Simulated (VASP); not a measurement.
# WC (P-6m2) in VASP: further runs, part 3 of 3

VASP 6.6.1. Earlier steps stand in the parts before.

### Step 5. Electric field gradients, PBEsol (equal xx and yy strain of -2 %)

Contents of INCAR:

```
SYSTEM = WC
PREC = Accurate
ENCUT = 910
EDIFF = 1E-8
ISMEAR = -1
SIGMA = 0.05
LREAL = .False.
LASPH = .True.
NELM = 120
ALGO = Normal
ISIF = 2
LWAVE = .False.
LCHARG = .False.
GGA = PS
LEFG = .True.
NBANDS = 16
GGA_COMPAT = .False.
```

Contents of KPOINTS:

```
regular mesh
0
Gamma
  14 14 13
  0 0 0
```

Contents of POSCAR:

```
WC
1.0
    2.8424914073      0.0000000000      0.0000000000
   -1.4212457036      2.4616697688      0.0000000000
    0.0000000000      0.0000000000      2.8290000000
W C
1 1
Direct
    0.0000000000      0.0000000000      0.0000000000
    0.6666666667      0.3333333333      0.5000000000
```

Potentials or basis: VASP PAW PBE potentials, release 64 (W_sv, C_h).

On the command line:

```
cat potpaw_PBE.64/W_sv/POTCAR potpaw_PBE.64/C_h/POTCAR > POTCAR
mpirun -np 1 vasp_std > vasp.out
```

OUTCAR:

```text
SYSTEM = WC
   PREC = Accurate
   ENCUT = 910
   EDIFF = 1E-8
   ISMEAR = -1
   LREAL = .False.
   LASPH = .True.
   NELM = 120
   ISIF = 2
   GGA = PS

 ion  position               nearest neighbor table
   1  0.000  0.000  0.000-   2 2.17   2 2.17   2 2.17   2 2.17   2 2.17   2 2.17
   2  0.667  0.333  0.500-   1 2.17   1 2.17   1 2.17   1 2.17   1 2.17   1 2.17

  LATTYP: Found a hexagonal cell.
 ALAT       =     2.8424914073
 C/A-ratio  =     0.9952536682

  Lattice vectors:

 A1 = (   2.8424914073,   0.0000000000,   0.0000000000)
 A2 = (  -1.4212457036,   2.4616697688,   0.0000000000)
 A3 = (   0.0000000000,   0.0000000000,   2.8290000000)

Analysis of symmetry for initial positions (statically):
=====================================================================
 Subroutine PRICEL returns:
 Original cell was already a primitive cell.

 Routine SETGRP: Setting up the symmetry group for a
 hexagonal supercell.
[... 645 lines left out ...]
  volume of cell :       19.80
      direct lattice vectors                 reciprocal lattice vectors
     2.842491407  0.000000000  0.000000000     0.351804054  0.203114165  0.000000000
    -1.421245704  2.461669769  0.000000000     0.000000000  0.406228330  0.000000000
     0.000000000  0.000000000  2.829000000     0.000000000  0.000000000  0.353481796

 POSITION                                       TOTAL-FORCE (eV/Angst)
 -----------------------------------------------------------------------------------
      0.00000      0.00000      0.00000        -0.000000      0.000000      0.000000
      1.42125      0.82056      1.41450         0.000000      0.000000      0.000000
 -----------------------------------------------------------------------------------
    total drift:                               -0.000000      0.000000      0.000000

  FREE ENERGIE OF THE ION-ELECTRON SYSTEM (eV)
  ---------------------------------------------------
  free  energy   TOTEN  =       -23.8519772059 eV

  energy  without entropy=      -23.8496973080  energy(sigma->0) =      -23.85083726

 Electric field gradients (V/A^2)
---------------------------------------------------------------------
 ion       V_xx      V_yy      V_zz      V_xy      V_xz      V_yz
---------------------------------------------------------------------
   1      59.151    59.151  -118.302     0.000     0.000     0.000
   2      -0.255    -0.255     0.511    -0.000     0.000     0.000
---------------------------------------------------------------------

 Electric field gradients after diagonalization (V/A^2)
 (convention: |V_zz| > |V_xx| > |V_yy|)
----------------------------------------------------------------------
 ion       V_xx      V_yy      V_zz     asymmetry (V_yy - V_xx)/ V_zz
----------------------------------------------------------------------
   1      59.151    59.151  -118.302       0.000
   2      -0.255    -0.255     0.511       0.000
----------------------------------------------------------------------

           NMR quadrupolar parameters

 Cq : quadrupolar parameter    Cq=e*Q*V_zz/h
 eta: asymmetry parameters     (V_yy - V_xx)/ V_zz
 Q  : nuclear electric quadrupole moment in mb (millibarn)
----------------------------------------------------------------------
 ion       Cq(MHz)       eta       Q (mb)
----------------------------------------------------------------------
   1      -0.286       0.000       1.000
   2       0.001       0.000       1.000
----------------------------------------------------------------------
```

Wall time 1.7 min (1 thread of Intel Xeon Platinum 8375C at 2.90GHz (Ice Lake), shared host); peak memory 0.26 GiB.

Results:

- Free energy: -23.8520 eV
- Pressure: 17.8 GPa
- Band gap on the k mesh: zero (band 9 reaches 12.59 eV, above the bottom of band 10 at 11.32 eV)

Electric field gradients, principal values (V/Å²):
```tsv
atom	least	middle	greatest (by size)
1 W	59.151	59.151	-118.302
2 C	-0.255	-0.255	0.511
```

Caveat: the cell differs from its parent crystal (equal xx and yy strain of -2 %); the cutoff is under 1.25 times the usual one of these potentials, so pressure, stress and relaxed cells hold a basis-set (Pulay) error; without QUAD_EFG the Cq values of the log hold for a quadrupole moment of 1 mb, not for the nuclei; the PAW data sets were made with another functional, which shifts forces and pressure a little; spin-orbit coupling is left out, which moves the levels of the heavy elements.

### Step 6. Electric field gradients, PBEsol (volume scaled by 1.01)

Contents of INCAR:

```
SYSTEM = WC
PREC = Accurate ; ENCUT = 910
EDIFF = 1E-8 ; ISMEAR = -1
SIGMA = 0.05 ; LREAL = .FALSE.
LASPH = .TRUE. ; NELM = 120
ALGO = Normal ; ISIF = 2
LWAVE = .FALSE. ; LCHARG = .FALSE.
GGA = PS ; LEFG = .TRUE.
NBANDS = 16 ; GGA_COMPAT = .FALSE.
```

Contents of KPOINTS:

```
Automatic mesh
0
G
  14 14 13
  0 0 0
```

Contents of POSCAR:

```
WC
1.0
    2.9101377242      0.0000000000      0.0000000000
   -1.4550688621      2.5202531977      0.0000000000
    0.0000000000      0.0000000000      2.8383987401
W C
1 1
Direct
    0.0000000000      0.0000000000      0.0000000000
    0.6666666667      0.3333333333      0.5000000000
```

Potentials or basis: VASP PAW PBE potentials, release 64 (W_sv, C_h).

On the command line:

```
cat potpaw_PBE.64/W_sv/POTCAR potpaw_PBE.64/C_h/POTCAR > POTCAR
mpirun -np 1 vasp_std > vasp.out
```

OUTCAR:

```text
SYSTEM = WC
   PREC = Accurate
   ENCUT = 910
   EDIFF = 1E-8
   ISMEAR = -1
   LREAL = .FALSE.
   LASPH = .TRUE.
   NELM = 120
   ISIF = 2
   GGA = PS

 ion  position               nearest neighbor table
   1  0.000  0.000  0.000-   2 2.20   2 2.20   2 2.20   2 2.20   2 2.20   2 2.20
   2  0.667  0.333  0.500-   1 2.20   1 2.20   1 2.20   1 2.20   1 2.20   1 2.20

  LATTYP: Found a hexagonal cell.
 ALAT       =     2.9101377242
 C/A-ratio  =     0.9753485948

  Lattice vectors:

 A1 = (   2.9101377242,   0.0000000000,   0.0000000000)
 A2 = (  -1.4550688621,   2.5202531977,   0.0000000000)
 A3 = (   0.0000000000,   0.0000000000,   2.8383987401)

Analysis of symmetry for initial positions (statically):
=====================================================================
 Subroutine PRICEL returns:
 Original cell was already a primitive cell.

 Routine SETGRP: Setting up the symmetry group for a
 hexagonal supercell.
[... 645 lines left out ...]
  volume of cell :       20.82
      direct lattice vectors                 reciprocal lattice vectors
     2.910137724  0.000000000  0.000000000     0.343626349  0.198392765  0.000000000
    -1.455068862  2.520253198  0.000000000     0.000000000  0.396785530  0.000000000
     0.000000000  0.000000000  2.838398740     0.000000000  0.000000000  0.352311318

 POSITION                                       TOTAL-FORCE (eV/Angst)
 -----------------------------------------------------------------------------------
      0.00000      0.00000      0.00000         0.000000      0.000000      0.000000
      1.45507      0.84008      1.41920        -0.000000      0.000000      0.000000
 -----------------------------------------------------------------------------------
    total drift:                               -0.000000      0.000000      0.000000

  FREE ENERGIE OF THE ION-ELECTRON SYSTEM (eV)
  ---------------------------------------------------
  free  energy   TOTEN  =       -23.9057835003 eV

  energy  without entropy=      -23.9032665677  energy(sigma->0) =      -23.90452503

 Electric field gradients (V/A^2)
---------------------------------------------------------------------
 ion       V_xx      V_yy      V_zz      V_xy      V_xz      V_yz
---------------------------------------------------------------------
   1      69.182    69.182  -138.364    -0.000     0.000    -0.000
   2       0.126     0.126    -0.252     0.000     0.000    -0.000
---------------------------------------------------------------------

 Electric field gradients after diagonalization (V/A^2)
 (convention: |V_zz| > |V_xx| > |V_yy|)
----------------------------------------------------------------------
 ion       V_xx      V_yy      V_zz     asymmetry (V_yy - V_xx)/ V_zz
----------------------------------------------------------------------
   1      69.182    69.182  -138.364       0.000
   2       0.126     0.126    -0.252       0.001
----------------------------------------------------------------------

           NMR quadrupolar parameters

 Cq : quadrupolar parameter    Cq=e*Q*V_zz/h
 eta: asymmetry parameters     (V_yy - V_xx)/ V_zz
 Q  : nuclear electric quadrupole moment in mb (millibarn)
----------------------------------------------------------------------
 ion       Cq(MHz)       eta       Q (mb)
----------------------------------------------------------------------
   1      -0.335       0.000       1.000
   2      -0.001       0.001       1.000
----------------------------------------------------------------------
```

OSZICAR:

```text
N       E                     dE             d eps       ncg     rms          rms(c)
DAV:   1     0.146188610956E+03    0.14619E+03   -0.13191E+04  5376   0.186E+03
DAV:   2    -0.214211665449E+02   -0.16761E+03   -0.16179E+03  6520   0.430E+02
DAV:   3    -0.267578113396E+02   -0.53366E+01   -0.52925E+01  5912   0.674E+01
DAV:   4    -0.267973266768E+02   -0.39515E-01   -0.39509E-01  7080   0.639E+00
DAV:   5    -0.267975796104E+02   -0.25293E-03   -0.25293E-03  5992   0.517E-01    0.328E+01
DAV:   6    -0.240053972182E+02    0.27922E+01   -0.52636E+00  7688   0.248E+01    0.900E+00
DAV:   7    -0.239387388184E+02    0.66658E-01   -0.39558E-01  5528   0.506E+00    0.614E+00
DAV:   8    -0.239069550099E+02    0.31784E-01   -0.73676E-02  6232   0.232E+00    0.888E-01
DAV:   9    -0.239059327466E+02    0.10223E-02   -0.28883E-03  5896   0.446E-01    0.111E-01
DAV:  10    -0.239057837368E+02    0.14901E-03   -0.35156E-04  6712   0.225E-01    0.301E-02
DAV:  11    -0.239057844469E+02   -0.71004E-06   -0.12962E-05  6056   0.370E-02    0.744E-03
DAV:  12    -0.239057835704E+02    0.87650E-06   -0.24668E-06  6264   0.138E-02    0.865E-04
DAV:  13    -0.239057835287E+02    0.41711E-07   -0.14726E-07  6048   0.351E-03    0.491E-04
DAV:  14    -0.239057835012E+02    0.27437E-07   -0.28827E-09  4336   0.531E-04    0.111E-04
DAV:  15    -0.239057835003E+02    0.92496E-09   -0.22250E-10  2896   0.170E-04
   1 F= -.23905784E+02 E0= -.23904525E+02  d E =-.251693E-02
```

stdout:

```text
POSCAR found type information on POSCAR W C
 POSCAR found :  2 types and       2 ions
 scaLAPACK will be used
 -----------------------------------------------------------------------------
|                                                                             |
|                                                                             |
|     You enforced a specific xc type in the INCAR file but a different       |
|     I HOPE YOU KNOW WHAT YOU ARE DOING!                                     |
|                                                                             |
 -----------------------------------------------------------------------------

 LDA part: xc-table for (Slater+PW92), standard interpolation
 POSCAR, INCAR and KPOINTS ok, starting setup
 FFT: planning ... GRIDC
 FFT: planning ... GRID_SOFT
 FFT: planning ... GRID
 WAVECAR not read
 entering main loop
ion   1

ion   2
```

Wall time 64 s (1 thread of Intel Xeon Platinum 8488C (Sapphire Rapids), shared host); peak memory 0.27 GiB.

What came out:

```yaml
Free_energy: -23.9058 eV
Pressure: -3.6 GPa
Band_gap_on_the_k_mesh: zero (band 9 reaches 11.97 eV, above the bottom of band 10 at 10.64 eV)
```

Stress tensor (GPa, compression positive):
```
-3.56  0.00  0.00
 0.00 -3.56  0.00
 0.00  0.00 -3.65
```

Electric field gradients, principal values (V/Å²):
| atom | least | middle | greatest (by size) |
| --- | --- | --- | --- |
| 1 W | 69.182 | 69.182 | -138.364 |
| 2 C | 0.126 | 0.126 | -0.252 |

Caveat: the cutoff is under 1.25 times the usual one of these potentials, so pressure, stress and relaxed cells hold a basis-set (Pulay) error; without QUAD_EFG the Cq values of the log hold for a quadrupole moment of 1 mb, not for the nuclei; the PAW data sets were made with another functional, which shifts forces and pressure a little; spin-orbit coupling is left out, which moves the levels of the heavy elements.

### Step 7. The runs side by side

| potentials or basis | cell | cutoff (eV) | second run | gap on the mesh (eV) | pressure (GPa) |
| --- | --- | --- | --- | --- | --- |
| VASP PAW PBE potentials, release 64 (W_sv, C) | a = 2.939, b = 2.939, c = 2.866 Å, angles 90.0, 90.0, 120.0°, 2 atoms | 520 | - | none | -14.3 |
| VASP PAW PBE potentials, release 64 (W_sv, C) | a = 2.957, b = 2.957, c = 2.884 Å, angles 90.0, 90.0, 120.0°, 2 atoms | 520 | - | none | -20.7 |
| VASP PAW PBE potentials, release 64 (W_sv, C_h) | a = 2.842, b = 2.842, c = 2.829 Å, angles 90.0, 90.0, 120.0°, 2 atoms | 910 | hard_potentials | none | 17.8 |
| VASP PAW PBE potentials, release 64 (W_sv, C_h) | a = 2.910, b = 2.910, c = 2.838 Å, angles 90.0, 90.0, 120.0°, 2 atoms | 910 | hard_potentials | none | -3.6 |

Alike in all rows: task electric field gradients; level PBEsol; no spin polarisation; k mesh 14 × 14 × 13; smearing fermi-dirac 0.05 eV.

Caveats: the PAW data sets were made with another functional, which shifts forces and pressure a little; spin-orbit coupling is left out, which moves the levels of the heavy elements; the cutoff is under 1.25 times the usual one of these potentials, so pressure, stress and relaxed cells hold a basis-set (Pulay) error (some runs).

Absolute energies hang on the potentials; compare differences alone.
